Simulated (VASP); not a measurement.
Runs of VASP 6.6.1 on LiH. The structure is that of space group Pm-3m (No. 221), or close to it. The cells are those of the table. 

```csv
cell,gap on the mesh (eV)
"a = 2.543 Å, 2 atoms",0.73
"a = 2.582 Å, 2 atoms",(a)
"a = 2.459 Å, 2 atoms",0.70
"a = 2.415 Å, 2 atoms",0.69
```

Alike in all rows: task single point; level PBE; potentials or basis VASP PAW PBE potentials, release 64 (Li_sv, H); no spin polarisation; k mesh 6 × 6 × 6; cutoff (eV) 520; smearing gaussian 0.01 eV.

Task: Estimate the missing entries.

Result: (a) 0.75.

Caveats: some runs use coarse meshes.

A k mesh can miss the band edges.
